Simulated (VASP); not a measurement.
Runs of VASP 6.6.1 on KF. Symmetry: Fm-3m, No. 225, cubic system. Conventional cell: a = 5.347 Å, b = 5.347 Å, c = 5.347 Å, α = 90.00°, β = 90.00°, γ = 90.00°. Within 3.5 Å of K (site symmetry m-3m) lie 6 F at 2.67 Å. Within 3.5 Å of F (site symmetry m-3m) lie 6 K at 2.67 Å. 

```tsv
task	level	potentials or basis	smearing	gap on the mesh (eV)	pressure (GPa)
single point	PBE	VASP PAW PBE potentials, release 64 (K_sv, F)	fermi-dirac 0.01 eV	6.16	1.4
electric field gradients	PBEsol	VASP PAW PBE potentials, release 64 (K_sv, F)	fermi-dirac 0.01 eV	6.02	-0.7
single point	PBEsol	VASP PAW PBE potentials, release 64 (K_sv, F)	fermi-dirac 0.01 eV	6.02	-0.7
electric field gradients	PBEsol	VASP PAW PBE potentials, release 64 (K_sv, F)	tetrahedron	6.02	-0.7
electric field gradients	LDA	VASP PAW LDA potentials, release 64 (K_sv, F)	fermi-dirac 0.01 eV	5.78	(a)
electric field gradients	r2SCAN	VASP PAW PBE potentials, release 64 (K_sv, F)	fermi-dirac 0.01 eV	6.82	(b)
```

Alike in all rows: no spin polarisation; cell as given; k mesh 9 × 9 × 9; cutoff (eV) 520.

**Question.** Estimate the missing entries.

**Answer.** (a) -3.5; (b) -0.6.

Caveats: an odd mesh through Γ misses points on the zone boundary, where band edges can lie; the PAW data sets were made with another functional, which shifts forces and pressure a little (at least some runs); the cell stands under tension (at least some runs).
